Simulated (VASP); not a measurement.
# K2S (Fm-3m) in VASP: further runs, part 2 of 2

VASP 6.6.1. The steps go on from the part before.

### Step 3. Single point, PBE

File INCAR:

```
SYSTEM = K2S
  PREC = Accurate
  ENCUT = 500
  EDIFF = 1E-6
  ISMEAR = 0
  SIGMA = 0.01
  LREAL = .FALSE.
  LASPH = .TRUE.
  NELM = 120
  ALGO = Normal
  ISIF = 2
  LWAVE = .FALSE.
  LCHARG = .FALSE.
  GGA = PE
  NBANDS = 19
  GGA_COMPAT = .FALSE.
```

File KPOINTS:

```
Automatic mesh
0
G
  6 6 6
  0 0 0
```

File POSCAR:

```
K2S
1.0
    0.0000000000      3.7027051400      3.7027051400
    3.7027051400      0.0000000000      3.7027051400
    3.7027051400      3.7027051400      0.0000000000
K S
2 1
Direct
    0.7500000000      0.7500000000      0.7500000000
    0.2500000000      0.2500000000      0.2500000000
    0.0000000000      0.0000000000      0.0000000000
```

Potentials or basis: VASP PAW PBE potentials, release 64 (K_sv, S).

Run with:

```console
$ cat potpaw_PBE.64/K_sv/POTCAR potpaw_PBE.64/S/POTCAR > POTCAR
$ mpirun -np 1 vasp_std > vasp.out
```

It took 19 s on 1 thread of Intel Xeon 6975P-C (Granite Rapids), shared host; peak memory 0.23 GiB.

It converged, with:

```
Free energy            : -9.4166 eV
Pressure               : 0.5 GPa
Band gap on the k mesh : 2.38 eV (least direct gap 2.57 eV)
```

Levels at points of the mesh, in eV from the valence-band top:
| k point | band 10 | band 11 | band 12 | band 13 | band 14 | band 15 |
| --- | --- | --- | --- | --- | --- | --- |
| (0.00, 0.00, 0.00) | -0.19 | -0.19 | -0.19 | 2.38 | 5.46 | 5.46 |
| (0.50, 0.00, 0.00) | -0.62 | -0.07 | -0.07 | 4.72 | 5.02 | 5.82 |
| (0.50, 0.50, 0.00) | -0.74 | 0.00 | 0.00 | 3.51 | 5.29 | 6.59 |

A k mesh can miss the band edges.

### Step 4. Single point, HSE06

POSCAR is that of step 3.

File INCAR.step1:

```
SYSTEM = K2S
ALGO = Normal
EDIFF = 1E-5
ENCUT = 400
GGA = PE
GGA_COMPAT = .False.
ISIF = 2
ISMEAR = 0
LASPH = .True.
LREAL = .False.
LWAVE = .True.
NBANDS = 19
NELM = 120
PREC = Accurate
SIGMA = 0.01
```

File INCAR.step2:

```
SYSTEM = K2S
ALGO = Normal
EDIFF = 1E-6
ENCUT = 400
GGA = PE
GGA_COMPAT = .False.
HFSCREEN = 0.2079
ISIF = 2
ISMEAR = 0
ISTART = 1
LASPH = .True.
LCHARG = .True.
LELF = .True.
LHFCALC = .True.
LREAL = .False.
LVHAR = .True.
LWAVE = .False.
NBANDS = 19
NELM = 120
PREC = Accurate
PRECFOCK = Normal
SIGMA = 0.01
```

File KPOINTS:

```
k-points
0
Gamma
  4 4 4
  0 0 0
```

Run with:

```console
$ cat potpaw_PBE.64/K_sv/POTCAR potpaw_PBE.64/S/POTCAR > POTCAR
$ cp INCAR.step1 INCAR
$ mpirun -np 1 vasp_std > vasp.out
$ cp INCAR.step2 INCAR
$ mpirun -np 1 vasp_std > vasp.out
```

Run time: 8.3 min. Hardware: 1 thread of Intel Xeon 6975P-C (Granite Rapids), shared host; peak memory 0.31 GiB.

The run converged. Its results:

* Free energy: -10.8455 eV
* Pressure: 0.2 GPa
* Band gap on the k mesh: 3.31 eV (least direct gap 3.49 eV)

Levels at points of the mesh, in eV from the valence-band top:
```csv
k point,band 8,band 9,band 10,band 11,band 12,band 13,band 14,band 15,band 16,band 17
"(0.00, 0.00, 0.00)",-13.57,-10.61,-0.18,-0.18,-0.18,3.31,6.70,6.70,8.76,8.76
"(0.50, 0.00, 0.00)",-13.69,-10.38,-0.64,-0.06,-0.06,5.72,6.07,6.95,6.95,8.97
"(0.50, 0.50, 0.00)",-13.50,-10.32,-0.76,0.00,0.00,4.44,6.45,7.81,8.00,8.85
```

Caveat: the PAW data sets were made with another functional, which shifts forces and pressure a little.

### Step 5. Single point, PBE0

POSCAR is that of step 4.

File INCAR.step1:

```
  PREC = Accurate
  ENCUT = 400
  EDIFF = 1E-5
  ISMEAR = 0
  SIGMA = 0.01
  LREAL = F
  LASPH = T
  NELM = 120
  ALGO = Normal
  ISIF = 2
  LWAVE = T
  LCHARG = F
  NBANDS = 19
  GGA = PE
  GGA_COMPAT = F
```

File INCAR.step2:

```
  PREC = Accurate
  ENCUT = 400
  EDIFF = 1E-6
  ISMEAR = 0
  SIGMA = 0.01
  LREAL = F
  LASPH = T
  NELM = 120
  ALGO = Normal
  ISIF = 2
  LWAVE = F
  LCHARG = F
  GGA = PE
  LHFCALC = T
  AEXX = 0.25
  PRECFOCK = Normal
  NBANDS = 19
  ISTART = 1
  GGA_COMPAT = F
```

File KPOINTS:

```
regular mesh
0
Gamma
  4 4 4
```

Potentials or basis: VASP PAW PBE potentials, release 64 (K_sv, S).

Run with:

```console
$ cat potpaw_PBE.64/K_sv/POTCAR potpaw_PBE.64/S/POTCAR > POTCAR
$ cp INCAR.step1 INCAR
$ mpirun -np 1 vasp_std > vasp.out
$ cp INCAR.step2 INCAR
$ mpirun -np 1 vasp_std > vasp.out
```

OUTCAR:

```text
PREC = Accurate
   ENCUT = 400
   EDIFF = 1E-6
   ISMEAR = 0
   LREAL = F
   LASPH = T
   NELM = 120
   ISIF = 2
   GGA = PE
   LHFCALC = T
   AEXX = 0.25
   PRECFOCK = Normal
   ISTART = 1

 ion  position               nearest neighbor table
   1  0.750  0.750  0.750-   3 3.21   3 3.21   3 3.21   3 3.21   2 3.70   2 3.70   2 3.70   2 3.70
                             2 3.70   2 3.70
   2  0.250  0.250  0.250-   3 3.21   3 3.21   3 3.21   3 3.21   1 3.70   1 3.70   1 3.70   1 3.70
                             1 3.70   1 3.70
   3  0.000  0.000  0.000-   1 3.21   2 3.21   1 3.21   1 3.21   1 3.21   2 3.21   2 3.21   2 3.21

  LATTYP: Found a face centered cubic cell.
 ALAT       =     7.4054102800

  Lattice vectors:

 A1 = (   0.0000000000,   3.7027051400,   3.7027051400)
 A2 = (   3.7027051400,   0.0000000000,   3.7027051400)
 A3 = (   3.7027051400,   3.7027051400,   0.0000000000)

Analysis of symmetry for initial positions (statically):
=====================================================================
 Subroutine PRICEL returns:
 Original cell was already a primitive cell.
[... 160 lines left out ...]
  free energy    TOTEN  =       -11.74196991 eV

  energy without entropy =      -11.74196991  energy(sigma->0) =      -11.74196991

 E-fermi :  -1.3707     XC(G=0):  -5.7758

 val. band max:       -1.4385580047   @ k =   0.5000   0.5000   0.0000
 cond. band min:       2.5823039063   @ k =   0.0000   0.0000   0.0000
 fundamental gap:      4.0208619110
 Fermi energy:        -1.3707266548

 k-point     1 :       0.0000    0.0000    0.0000
  band No.  band energies     occupation
      1     -33.0490      2.00000
      2     -32.9639      2.00000
      3     -15.2759      2.00000
      4     -15.2759      2.00000
      5     -15.2759      2.00000
      6     -15.0322      2.00000
[... 153 lines left out ...]
      6     -15.1722      2.00000
[... 11 lines left out ...]
     18       7.9662      0.00000
     19       8.5046      0.00000

------------------------ aborting loop because EDIFF is reached ----------------------------------------

  FORCE on cell =-STRESS in cart. coord.  units (eV):
  Direction    XX          YY          ZZ          XY          YZ          ZX
  --------------------------------------------------------------------------------------
  -------------------------------------------------------------------------------------
  Total        0.0902320      0.0902320      0.0902320      0.0000000      0.0000000     -0.0000000
  in kB        1.4239136      1.4239136      1.4239136      0.0000000      0.0000000     -0.0000000
  external PRESSURE =       1.4239136 kB  Pullay stress =       0.0000000 kB

 VOLUME and BASIS-vectors are now :
 -----------------------------------------------------------------------------
  energy-cutoff  :      400.00
  volume of cell :      101.53
      direct lattice vectors                 reciprocal lattice vectors
     0.000000000  3.702705140  3.702705140    -0.135036407  0.135036407  0.135036407
     3.702705140  0.000000000  3.702705140     0.135036407 -0.135036407  0.135036407
     3.702705140  3.702705140  0.000000000     0.135036407  0.135036407 -0.135036407

 POSITION                                       TOTAL-FORCE (eV/Angst)
 -----------------------------------------------------------------------------------
      5.55406      5.55406      5.55406        -0.000000     -0.000000     -0.000000
      1.85135      1.85135      1.85135        -0.000000      0.000000      0.000000
      0.00000      0.00000      0.00000         0.000000     -0.000000     -0.000000
 -----------------------------------------------------------------------------------
    total drift:                               -0.000000     -0.000000     -0.000000

  FREE ENERGIE OF THE ION-ELECTRON SYSTEM (eV)
  ---------------------------------------------------
  free  energy   TOTEN  =       -11.7419699118 eV

  energy  without entropy=      -11.7419699118  energy(sigma->0) =      -11.74196991
```

Run time: 16 min. Hardware: 1 thread of Intel Xeon 6975P-C (Granite Rapids), shared host; peak memory 0.21 GiB.

Results:

```yaml
Free_energy: -11.7420 eV
Pressure: 0.1 GPa
Band_gap_on_the_k_mesh: 4.02 eV (least direct gap 4.20 eV)
```

Caveat: the PAW data sets were made with another functional, which shifts forces and pressure a little.

### Step 6. Overview

```tsv
level	k mesh	cutoff (eV)	grid for exact exchange (PRECFOCK)	share of exact exchange	screening parameter	gap on the mesh (eV)	pressure (GPa)
r2SCAN	4 × 4 × 4	550	-	-	-	2.76	0.0
PBE	6 × 6 × 6	500	-	-	-	2.38	0.5
HSE06	4 × 4 × 4	400	Normal	0.25	0.2079 1/Å	3.31	0.2
PBE0	4 × 4 × 4	400	Normal	0.25	-	4.02	0.1
```

Alike in all rows: task single point; potentials or basis VASP PAW PBE potentials, release 64 (K_sv, S); no spin polarisation; cell as given; smearing gaussian 0.01 eV.

On the cell as given the gap runs from 2.38 eV (PBE) to 4.02 eV (PBE0); the meshes differ, which moves gaps too. The pressure there spans 0.0 GPa (r2SCAN) to 0.5 GPa (PBE); a positive pressure means that this level wants a larger cell, a negative one a smaller.

Caveats: the PAW data sets were made with another functional, which shifts forces and pressure a little (at least some runs).

Absolute energies hang on the potentials; compare differences alone.
